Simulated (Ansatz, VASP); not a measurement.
**Hf: VASP beside Ansatz**

File INCAR:

```
SYSTEM = Hf
PREC     = Accurate       ! precision mode
ENCUT    = 520            ! plane-wave cutoff, eV
EDIFF    = 1E-7           ! SCF threshold, eV
ISMEAR   = -1             ! smearing method
SIGMA    = 0.05           ! smearing width, eV
LREAL    = .FALSE.        ! projectors in reciprocal space
LASPH    = .TRUE.         ! aspherical terms in the spheres
NELM     = 60             ! most SCF steps
ALGO     = Normal         ! electronic algorithm
ISIF     = 2              ! what is computed and relaxed
LWAVE    = .FALSE.        ! write WAVECAR
LCHARG   = .FALSE.        ! write CHGCAR
GGA      = RE             ! functional
NBANDS   = 17             ! bands
```

Contents of KPOINTS:

```
regular mesh
0
G
  10 10 5
  0 0 0
```

File POSCAR:

```
Hf
1.0
    3.1967000000      0.0000000000      0.0000000000
   -1.5983500000      2.7684234083      0.0000000000
    0.0000000000      0.0000000000      5.0578000000
Hf
2
Direct
    0.6666666667      0.3333333333      0.7500000000
    0.3333333333      0.6666666667      0.2500000000
```

The input input.yaml:

```yaml
crystal:
  lattice:
    - [3.1967, 0.0, 0.0]
    - [-1.59835, 2.7684234083, 0.0]
    - [0.0, 0.0, 5.0578]
  atoms:
    - { symbol: Hf, position: [0.6666666667, 0.3333333333, 0.75] }
    - { symbol: Hf, position: [0.3333333333, 0.6666666667, 0.25] }
kpoints:
  mp_grid: { grid: [10, 10, 5] }
  band_path:
    path:
      - [0.0, 0.0, 0.0]
      - [0.5, 0.0, 0.0]
      - [0.3333333333, 0.3333333333, 0.0]
      - [0.0, 0.0, 0.0]
      - [0.0, 0.0, 0.5]
      - [0.5, 0.0, 0.5]
      - [0.3333333333, 0.3333333333, 0.5]
      - [0.0, 0.0, 0.5]
    npoints: 6
scf:
  occupations: { method: fermi_dirac, width: 0.05 }
hamiltonian:
  xc: revpbe
  pseudopotentials: { kind: all_electron, lapw: { basis_error: 0.001 } }
output:
  forces: true
  stress: true
  eigenvalues: true
```

Alike in both runs: functional revPBE; k mesh 10 × 10 × 5; occupations fermi-dirac, width 0.05 eV; no spin polarisation.

|  | VASP | Ansatz |
| --- | --- | --- |
| version | VASP 6.6.1 | Ansatz 0.2.0 |
| potentials or method | VASP PAW PBE potentials, release 64 (Hf_pv), cutoff 520 eV | all-electron LAPW, scalar-relativistic |
| task | single point | band structure |

Ansatz gave:

* gap on the k mesh at the Fermi level (eV): none
* pressure (GPa): 2.7
* traceless stress, the component that is largest in VASP (GPa): -0.23

What did VASP give for the same quantities?

gap on the k mesh at the Fermi level (eV): none; pressure (GPa): 2.2; traceless stress, the component that is largest in VASP (GPa): -0.29.

VASP's potentials were made for PBE, not for revPBE. A gap of «none» marks a metal or a gap that the smearing closes. Ansatz ran all-electron here, and VASP with PAW potentials.

Spin-orbit coupling is off throughout.
